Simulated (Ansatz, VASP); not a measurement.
Two plane-wave programs on InP

```
In P
1.0
     0.00000    2.96079    2.96079
     2.96079    0.00000    2.96079
     2.96079    2.96079    0.00000
In P
1 1
Direct
  0.00000 0.00000 0.00000
  0.75000 0.75000 0.75000
```

Alike in both runs: task single point; functional revPBE; dispersion D4; k mesh 8 × 8 × 8; occupations gaussian, width 0.05 eV; no spin polarisation.

|  | VASP | Ansatz |
| --- | --- | --- |
| version | VASP 6.6.1 | Ansatz 0.2.0 |
| potentials or method | VASP PAW PBE potentials, release 64 (In_d, P), cutoff 520 eV | scalar-relativistic, plane waves, PAW |
| valence electrons in the cell | 18 | 18 |

Ansatz gave:

| Property | Result |
| --- | --- |
| gap on the k mesh at the Fermi level (eV) | 0.65 |
| least direct gap on the mesh (eV) | 0.65 |
| pressure (GPa) | -1.2 |

What did VASP give for the same quantities?

gap on the k mesh at the Fermi level (eV): 0.64; least direct gap on the mesh (eV): 0.64; pressure (GPa): -1.3.

VASP's potentials were made for PBE, not for revPBE.
